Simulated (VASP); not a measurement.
# C (Fmmm) in VASP: further runs, part 2 of 2

VASP 6.6.1. Earlier steps stand in the parts before.

### 3 Single point, LDA (strain +0.015 along x and y, +0.015 along z)

Input file INCAR:

```
SYSTEM = C
ALGO = Normal ; EDIFF = 1E-6
ENCUT = 520 ; ISIF = 2
ISMEAR = 0 ; LASPH = .TRUE.
LCHARG = .FALSE. ; LREAL = .FALSE.
LWAVE = .FALSE. ; NBANDS = 11
NELM = 60 ; PREC = Accurate
SIGMA = 0.05
```

Input file KPOINTS:

```
k-points
0
G
  14 14 14
  0 0 0
```

Input file POSCAR:

```
C
1.0
    0.0000000000      2.1589050000      3.3982200000
    1.2464200000      0.0000000000      3.3982200000
    1.2464200000      2.1589050000      0.0000000000
C
2
Direct
    0.1666700000      0.8333300000      0.1666700000
    0.8333300000      0.1666700000      0.8333300000
```

Potentials or basis: VASP PAW LDA potentials, release 64 (C).

Started as:

```console
> cat potpaw_LDA.64/C/POTCAR > POTCAR
> mpirun -np 1 vasp_std > vasp.out
```

OUTCAR:

```text
SYSTEM = C
   EDIFF = 1E-6
   ENCUT = 520
   ISIF = 2
   ISMEAR = 0
   LASPH = .TRUE.
   LREAL = .FALSE.
   NELM = 60
   PREC = Accurate

 ion  position               nearest neighbor table
   1  0.167  0.833  0.167-   2 1.44   2 1.44   2 1.44
   2  0.833  0.167  0.833-   1 1.44   1 1.44   1 1.44

  LATTYP: Found a face centered orthorhombic cell.
 ALAT       =     2.4928400000
 B/A-ratio  =     1.7320846906
 C/A-ratio  =     2.7263843648

  Lattice vectors:

 A1 = (   0.0000000000,   2.1589050000,   3.3982200000)
 A2 = (   1.2464200000,   0.0000000000,   3.3982200000)
 A3 = (   1.2464200000,   2.1589050000,   0.0000000000)

Analysis of symmetry for initial positions (statically):
=====================================================================
 Subroutine PRICEL returns:
 Original cell was already a primitive cell.

 Routine SETGRP: Setting up the symmetry group for a
 face centered orthorhombic supercell.

 Subroutine GETGRP returns: Found  8 space group operations
 (whereof  8 operations were pure point group operations)
 out of a pool of  8 trial point group operations.

The static configuration has the point symmetry D_2h.

Analysis of symmetry for dynamics (positions and initial velocities):
=====================================================================
 Subroutine PRICEL returns:
 Original cell was already a primitive cell.

 Routine SETGRP: Setting up the symmetry group for a
 face centered orthorhombic supercell.

 Subroutine GETGRP returns: Found  8 space group operations
 (whereof  8 operations were pure point group operations)
 out of a pool of  8 trial point group operations.

The dynamic configuration has the point symmetry D_2h.

 Subroutine INISYM returns: Found  8 space group operations
 (whereof  8 operations are pure point group operations),
 and found     1 'primitive' translations

[... 115 lines left out ...]
  volume/ion in A,a.u.               =       9.14        61.71
  Fermi-wavevector in a.u.,A,eV,Ry     =   1.242734  2.348428 21.012688  1.544389
  Thomas-Fermi vector in A             =   2.377076
   LORBIT       =      0    0 simple, 1 ext, 2 COOP (PROOUT), +10 PAW based schemes
   GGA     = CA    functional components
   LHFCALC =     F    Hartree Fock is set to
   AEXX    =    0.0000 exact exchange contribution
   IVDW    =     0    specifies the selected vdW correction
   LEPSILON=     F    determine dielectric tensor
   LRPA    =     F    only Hartree local field effects (RPA)
 non-spin polarized calculation
 Gauss-broadening in eV      SIGMA  =   0.05
  energy-cutoff  :      520.00
  volume of cell :       18.29
 maximum number of plane-waves:       508
 NGX is ok and might be reduce to    30
   NGX = 15   NGY = 13   NGZ =  9

 number of electron       8.0000000 magnetization

 Free energy of the ion-electron system (eV)
  ---------------------------------------------------
  ext. energy  EPLUGINS =         0.00000000
  ---------------------------------------------------
  free energy    TOTEN  =       -20.17527820 eV

  energy without entropy =      -20.17527820  energy(sigma->0) =      -20.17527820

 E-fermi :   4.5099     XC(G=0): -10.6010

 val. band max:        4.3491366243   @ k =   0.5000  -0.1429   0.3571
 cond. band min:       4.6840027067   @ k =  -0.1429   0.2143   0.2857
 fundamental gap:      0.3348660824
 Fermi energy:         4.5099230572

 k-point     1 :       0.0000    0.0000    0.0000
  band No.  band energies     occupation
      1     -14.9182      2.00000
      2      -2.1243      2.00000
      3       1.2214      2.00000
      4       1.2461      2.00000
      5       8.1465      0.00000
      6      12.3005      0.00000
      7      12.3691      0.00000
      8      15.1391      0.00000
      9      16.3948      0.00000
     10      26.1035      0.00000
     11      28.8268      0.00000
[... 309 lines left out ...]
 k-point    24 :       0.2857    0.1429   -0.0000
  band No.  band energies     occupation
      1     -14.3370      2.00000
      2      -2.4301      2.00000
      3      -0.4556      2.00000
      4       0.3771      2.00000
      5      10.6373      0.00000
      6      12.3898      0.00000
      7      13.6856      0.00000
      8      14.1752      0.00000
      9      17.2418      0.00000
     10      25.4209      0.00000
     11      27.3900      0.00000

 [... further k-points ...]
[... 5 lines left out ...]
  --------------------------------------------------------------------------------------
  -------------------------------------------------------------------------------------
  Total       -2.4794110     -2.4755422     -0.0244574      0.0000000      0.0000000      0.0000000
  in kB     -217.2099284   -216.8710033     -2.1426033      0.0000000      0.0000000      0.0000000
  external PRESSURE =    -145.4078450 kB  Pullay stress =       0.0000000 kB

 VOLUME and BASIS-vectors are now :
 -----------------------------------------------------------------------------
  energy-cutoff  :      520.00
  volume of cell :       18.29
      direct lattice vectors                 reciprocal lattice vectors
     0.000000000  2.158905000  3.398220000    -0.401148890  0.231598889  0.147135853
     1.246420000  0.000000000  3.398220000     0.401148890 -0.231598889  0.147135853
     1.246420000  2.158905000  0.000000000     0.401148890  0.231598889 -0.147135853

 POSITION                                       TOTAL-FORCE (eV/Angst)
 -----------------------------------------------------------------------------------
      1.24642      0.71965      3.39822         0.000000      0.032617      0.000000
      1.24642      3.59816      3.39822         0.000000     -0.032617      0.000000
 -----------------------------------------------------------------------------------
    total drift:                               -0.000000     -0.000000     -0.000000

  FREE ENERGIE OF THE ION-ELECTRON SYSTEM (eV)
  ---------------------------------------------------
  free  energy   TOTEN  =       -20.1752781977 eV

  energy  without entropy=      -20.1752781963  energy(sigma->0) =      -20.17527820
```

Wall time 51 s (1 thread of Intel Xeon 6975P-C (Granite Rapids), shared host); peak memory 0.17 GiB.

Results:

```
Free energy            : -20.1753 eV
Pressure               : -14.5 GPa
Largest force          : 0.033 eV/Å
Band gap on the k mesh : 0.33 eV, indirect (least direct gap 0.42 eV)
```

Forces in eV/Å, atoms in the order of the input:
```
C    0.000  0.033  0.000
C    0.000 -0.033  0.000
```

Levels at points of the mesh, in eV from the valence-band top:
| k point | band 2 | band 3 | band 4 | band 5 | band 6 | band 7 |
| --- | --- | --- | --- | --- | --- | --- |
| (0.00, 0.00, 0.00) | -6.47 | -3.13 | -3.10 | 3.80 | 7.95 | 8.02 |
| (0.50, 0.00, 0.00) | -13.02 | -6.39 | -2.40 | 1.46 | 7.04 | 11.87 |
| (0.50, 0.50, 0.00) | -8.43 | -3.14 | -3.12 | 7.92 | 7.98 | 9.82 |
| (0.50, 0.00, 0.50) | -13.10 | -6.36 | -1.65 | 2.30 | 7.24 | 10.64 |
| (0.00, 0.50, 0.50) | -12.93 | -6.42 | -3.06 | 0.77 | 6.85 | 13.03 |

Caveat: the cell differs from its parent crystal (strain +0.015 along x and y, +0.015 along z).

### 4 Single point, LDA (strain +0.030 along x and y, +0.000 along z)

Input file INCAR:

```
SYSTEM = C
PREC = Accurate
ENCUT = 520
EDIFF = 1E-7
ISMEAR = 0
SIGMA = 0.05
LREAL = .False.
LASPH = .True.
NELM = 60
ALGO = Normal
ISIF = 2
LWAVE = .False.
LCHARG = .True.
GGA = CA
LELF = .True.
LVHAR = .True.
NBANDS = 11
```

Input file KPOINTS:

```
Automatic mesh
0
Gamma
  14 14 14
  0 0 0
```

Input file POSCAR:

```
C
1.0
    0.0000000000      2.1908100000      3.3480000000
    1.2648400000      0.0000000000      3.3480000000
    1.2648400000      2.1908100000      0.0000000000
C
2
Direct
    0.1666700000      0.8333300000      0.1666700000
    0.8333300000      0.1666700000      0.8333300000
```

Started as:

```console
> cat potpaw_LDA.64/C/POTCAR > POTCAR
> mpirun -np 1 vasp_std > vasp.out
```

It took 55 s on 1 thread of Intel Xeon 6975P-C (Granite Rapids), shared host; peak memory 0.18 GiB.

It converged, with:

```
Free energy            : -20.0759 eV
Pressure               : -24.7 GPa
Largest force          : 0.038 eV/Å
Band gap on the k mesh : 0.21 eV, indirect (least direct gap 0.28 eV)
```

Forces on the atoms (eV/Å):
```
C    0.000  0.038  0.000
C    0.000 -0.038  0.000
```

Stress tensor (GPa, compression positive):
```
-37.14   0.00   0.00
  0.00 -37.13   0.00
  0.00   0.00   0.31
```

Levels at points of the mesh, in eV from the valence-band top:
| k point | band 1 | band 2 | band 3 | band 4 | band 5 | band 6 | band 7 | band 8 |
| --- | --- | --- | --- | --- | --- | --- | --- | --- |
| (0.00, 0.00, 0.00) | -19.04 | -6.19 | -3.23 | -3.20 | 4.00 | 7.57 | 7.65 | 10.17 |
| (0.50, 0.00, 0.00) | -13.95 | -12.84 | -6.36 | -2.42 | 1.34 | 6.52 | 11.71 | 12.95 |
| (0.50, 0.50, 0.00) | -18.70 | -8.32 | -3.25 | -3.22 | 7.53 | 7.61 | 10.22 | 10.33 |
| (0.50, 0.00, 0.50) | -14.07 | -12.95 | -6.33 | -1.58 | 2.22 | 6.74 | 10.55 | 10.68 |
| (0.00, 0.50, 0.50) | -13.81 | -12.74 | -6.40 | -3.15 | 0.61 | 6.31 | 12.83 | 16.73 |

Caveat: the cell differs from its parent crystal (strain +0.030 along x and y, +0.000 along z). A k mesh can miss the band edges.

### 5 Single point, LDA (strain +0.015 along x and y, +0.030 along z)

Input file INCAR:

```
SYSTEM = C
PREC = Accurate ; ENCUT = 520
EDIFF = 1E-6 ; ISMEAR = 0
SIGMA = 0.05 ; LREAL = .False.
LASPH = .True. ; NELM = 80
ALGO = Normal ; ISIF = 2
LWAVE = .False. ; LCHARG = .False.
GGA = CA ; NBANDS = 11
```

Input file KPOINTS:

```
regular mesh
0
Gamma
  14 14 14
  0 0 0
```

Input file POSCAR:

```
C
1.0
    0.0000000000      2.1589050000      3.4484400000
    1.2464200000      0.0000000000      3.4484400000
    1.2464200000      2.1589050000      0.0000000000
C
2
Direct
    0.1666700000      0.8333300000      0.1666700000
    0.8333300000      0.1666700000      0.8333300000
```

Started as:

```console
> cat potpaw_LDA.64/C/POTCAR > POTCAR
> mpirun -np 1 vasp_std > vasp.out
```

Wall time 50 s (1 thread of Intel Xeon 6975P-C (Granite Rapids), shared host); peak memory 0.17 GiB.

It converged, with:

```yaml
Free_energy: -20.1748 eV
Pressure: -14.4 GPa
Largest_force: 0.029 eV/Å
Band_gap_on_the_k_mesh: 0.40 eV, indirect (least direct gap 0.49 eV)
```

Forces in eV/Å, atoms in the order of the input:
```
C    0.000  0.029  0.000
C    0.000 -0.029  0.000
```

Stress tensor (GPa, compression positive):
```
-21.37   0.00   0.00
  0.00 -21.33   0.00
  0.00   0.00  -0.55
```

Levels at points of the mesh, in eV from the valence-band top:
```
           k point  band 1  band 2  band 3  band 4  band 5  band 6  band 7  band 8
(0.00, 0.00, 0.00)  -19.19   -6.49   -3.07   -3.05    3.74    8.01    8.07   10.86
(0.50, 0.00, 0.00)  -13.94  -12.96   -6.33   -2.34    1.52    7.10   11.84   12.84
(0.50, 0.50, 0.00)  -18.93   -8.31   -3.08   -3.06    7.98    8.04    9.54   10.97
(0.50, 0.00, 0.50)  -14.04  -13.04   -6.31   -1.65    2.31    7.28   10.63   10.76
(0.00, 0.50, 0.50)  -13.84  -12.88   -6.36   -2.95    0.88    6.93   12.98   16.32
```

Caveat: the cell differs from its parent crystal (strain +0.015 along x and y, +0.030 along z).

### 6 Single point, LDA (strain +0.030 along x and y, +0.015 along z)

Input file INCAR:

```
PREC = Accurate ; ENCUT = 520
EDIFF = 1E-6 ; ISMEAR = 0
SIGMA = 0.05 ; LREAL = False
LASPH = True ; NELM = 80
ALGO = Normal ; ISIF = 2
LWAVE = False ; LCHARG = True
LELF = True ; LVHAR = True
NBANDS = 11
```

Input file KPOINTS:

```
regular mesh
0
Gamma
  14 14 14
```

Input file POSCAR:

```
C
1.0
    0.0000000000      2.1908100000      3.3982200000
    1.2648400000      0.0000000000      3.3982200000
    1.2648400000      2.1908100000      0.0000000000
C
2
Direct
    0.1666700000      0.8333300000      0.1666700000
    0.8333300000      0.1666700000      0.8333300000
```

Potentials or basis: VASP PAW LDA potentials, release 64 (C).

Started as:

```console
> cat potpaw_LDA.64/C/POTCAR > POTCAR
> mpirun -np 1 vasp_std > vasp.out
```

Run time: 49 s. Hardware: 1 thread of Intel Xeon 6975P-C (Granite Rapids), shared host; peak memory 0.17 GiB.

It converged, with:

- Free energy: -20.0762 eV
- Pressure: -24.4 GPa
- Largest force: 0.034 eV/Å
- Band gap on the k mesh: 0.28 eV, indirect (least direct gap 0.36 eV)

Forces on the atoms (eV/Å):
```
C    0.000  0.034  0.000
C    0.000 -0.034  0.000
```

Stress tensor (GPa, compression positive):
```
-36.56   0.00   0.00
  0.00 -36.54   0.00
  0.00   0.00  -0.13
```

Levels at points of the mesh, in eV from the valence-band top:
```csv
k point,band 1,band 2,band 3,band 4,band 5,band 6,band 7,band 8,band 9
"(0.00, 0.00, 0.00)",-18.96,-6.21,-3.17,-3.15,3.93,7.64,7.71,10.25,11.05
"(0.50, 0.00, 0.00)",-13.88,-12.78,-6.30,-2.36,1.41,6.58,11.68,12.84,17.95
"(0.50, 0.50, 0.00)",-18.66,-8.19,-3.18,-3.16,7.60,7.67,9.92,10.39,10.93
"(0.50, 0.00, 0.50)",-13.99,-12.87,-6.27,-1.59,2.23,6.78,10.53,10.67,17.10
"(0.00, 0.50, 0.50)",-13.77,-12.69,-6.33,-3.03,0.72,6.40,12.78,16.46,18.14
```

Caveat: the cell differs from its parent crystal (strain +0.030 along x and y, +0.015 along z). A k mesh can miss the band edges.

### 7 Single point, LDA (strain +0.030 along x and y, +0.030 along z)

Input file INCAR:

```
ALGO = Normal ; EDIFF = 1E-6
ENCUT = 520 ; ISIF = 2
ISMEAR = 0 ; LASPH = True
LCHARG = False ; LREAL = False
LWAVE = False ; NBANDS = 11
NELM = 60 ; PREC = Accurate
SIGMA = 0.05
```

Input file KPOINTS:

```
k-points
0
Gamma
  14 14 14
```

Input file POSCAR:

```
C
1.0
    0.0000000000      2.1908100000      3.4484400000
    1.2648400000      0.0000000000      3.4484400000
    1.2648400000      2.1908100000      0.0000000000
C
2
Direct
    0.1666700000      0.8333300000      0.1666700000
    0.8333300000      0.1666700000      0.8333300000
```

Started as:

```console
> cat potpaw_LDA.64/C/POTCAR > POTCAR
> mpirun -np 1 vasp_std > vasp.out
```

Wall time 49 s (1 thread of Intel Xeon 6975P-C (Granite Rapids), shared host); peak memory 0.17 GiB.

It converged, with:

```yaml
Free_energy: -20.0759 eV
Pressure: -24.1 GPa
Largest_force: 0.030 eV/Å
Band_gap_on_the_k_mesh: 0.34 eV, indirect (least direct gap 0.43 eV)
```

Forces in eV/Å, atoms in the order of the input:
```
C    0.000  0.030  0.000
C    0.000 -0.030  0.000
```

Stress tensor (GPa, compression positive):
```
-36.01   0.00   0.00
  0.00 -35.97   0.00
  0.00   0.00  -0.47
```

Levels at points of the mesh, in eV from the valence-band top:
```
           k point  band 2  band 3  band 4  band 5  band 6  band 7
(0.00, 0.00, 0.00)   -6.23   -3.11   -3.09    3.87    7.70    7.76
(0.50, 0.00, 0.00)  -12.72   -6.25   -2.29    1.47    6.64   11.65
(0.50, 0.50, 0.00)   -8.07   -3.12   -3.10    7.67    7.73    9.65
(0.50, 0.00, 0.50)  -12.80   -6.22   -1.59    2.24    6.82   10.52
(0.00, 0.50, 0.50)  -12.64   -6.27   -2.92    0.83    6.47   12.73
```

Caveat: the cell differs from its parent crystal (strain +0.030 along x and y, +0.030 along z). A k mesh can miss the band edges.

### 8 Overview

| cell | gap on the mesh (eV) | pressure (GPa) | largest force (eV/Å) |
| --- | --- | --- | --- |
| a = 3.959, b = 3.532, c = 2.530 Å, angles 79.7, 61.4, 38.9°, 2 atoms | 0.14 | -24.9 | 0.04 |
| a = 4.026, b = 3.620, c = 2.493 Å, angles 80.1, 62.3, 37.6°, 2 atoms | 0.33 | -14.5 | 0.03 |
| a = 4.001, b = 3.579, c = 2.530 Å, angles 79.8, 61.7, 38.5°, 2 atoms | 0.21 | -24.7 | 0.04 |
| a = 4.068, b = 3.667, c = 2.493 Å, angles 80.2, 62.6, 37.1°, 2 atoms | 0.40 | -14.4 | 0.03 |
| a = 4.043, b = 3.626, c = 2.530 Å, angles 80.0, 62.0, 38.0°, 2 atoms | 0.28 | -24.4 | 0.03 |
| a = 4.086, b = 3.673, c = 2.530 Å, angles 80.1, 62.3, 37.6°, 2 atoms | 0.34 | -24.1 | 0.03 |

Alike in all rows: task single point; level LDA; potentials or basis VASP PAW LDA potentials, release 64 (C); no spin polarisation; k mesh 14 × 14 × 14; cutoff (eV) 520; smearing gaussian 0.05 eV.

Total energies depend on the potentials used, so only differences within one code and one set of settings carry meaning.
